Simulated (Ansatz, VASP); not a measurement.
Two plane-wave programs on SiNi

File INCAR:

```
ALGO     = Normal         # electronic algorithm
EDIFF    = 1E-7           # SCF threshold, eV
ENCUT    = 520            # plane-wave cutoff, eV
GGA      = PE             # functional
ISIF     = 2              # what is computed and relaxed
ISMEAR   = 0              # smearing method
LASPH    = T              # aspherical terms in the spheres
LCHARG   = F              # write CHGCAR
LREAL    = F              # projectors in reciprocal space
LWAVE    = F              # write WAVECAR
NBANDS   = 22             # bands
NELM     = 80             # most SCF steps
PREC     = Accurate       # precision mode
SIGMA    = 0.1            # smearing width, eV
```

KPOINTS

```
k-points
0
Gamma
  8 8 6
```

POSCAR

```
SiNi
1.0
    3.0266200000      0.0000000000      0.0000000000
    0.0000000000      3.2735000000      0.0000000000
    0.0000000000      0.0000000000      4.6977600000
Si Ni
2 2
Direct
    0.5000000000      0.5000000000      0.8423000000
    0.0000000000      0.0000000000      0.1577000000
    0.5000000000      0.5000000000      0.3442200000
    0.0000000000      0.0000000000      0.6557800000
```

Input for Ansatz:

```yaml
crystal:
  lattice:
    - [3.02662, 0.0, 0.0]
    - [0.0, 3.2735, 0.0]
    - [0.0, 0.0, 4.69776]
  atoms:
    - { symbol: Si, position: [0.5, 0.5, 0.8423] }
    - { symbol: Si, position: [0.0, 0.0, 0.1577] }
    - { symbol: Ni, position: [0.5, 0.5, 0.34422] }
    - { symbol: Ni, position: [0.0, 0.0, 0.65578] }
basis:
  ecutwfc: 420
kpoints:
  mp_grid: { grid: [8, 8, 6] }
hamiltonian:
  xc: pbe
scf:
  occupations: { method: gaussian, width: 0.1 }
output:
  forces: true
  stress: true
  eigenvalues: true
```

Alike in both runs: task single point; functional PBE; k mesh 8 × 8 × 6; occupations gaussian, width 0.1 eV; no spin polarisation.

|  | VASP | Ansatz |
| --- | --- | --- |
| version | VASP 6.6.1 | Ansatz 0.2.0 |
| potentials or method | VASP PAW PBE potentials, release 64 (Si, Ni), cutoff 520 eV | scalar-relativistic, plane waves, PAW |
| valence electrons in the cell | 28 | 44 |

|  | VASP | Ansatz | Ansatz less VASP |
| --- | --- | --- | --- |
| gap on the k mesh at the Fermi level (eV) | none | none | - |
| pressure (GPa) | 1.2 | 1.2 | -0.05 |
| traceless stress, the component that is largest in VASP (GPa) | 1.00 | 0.98 | -0.023 |
| rms of the force components (eV/Å) | 0.079 | 0.079 | -0.0001 |

Atom by atom the forces differ by 0.003 eV/Å (rms over components). A gap of «none» marks a metal or a gap that the smearing closes. VASP's potentials hold 28 valence electrons a cell and Ansatz's 44, so a difference there can come from the potentials and not from the codes.
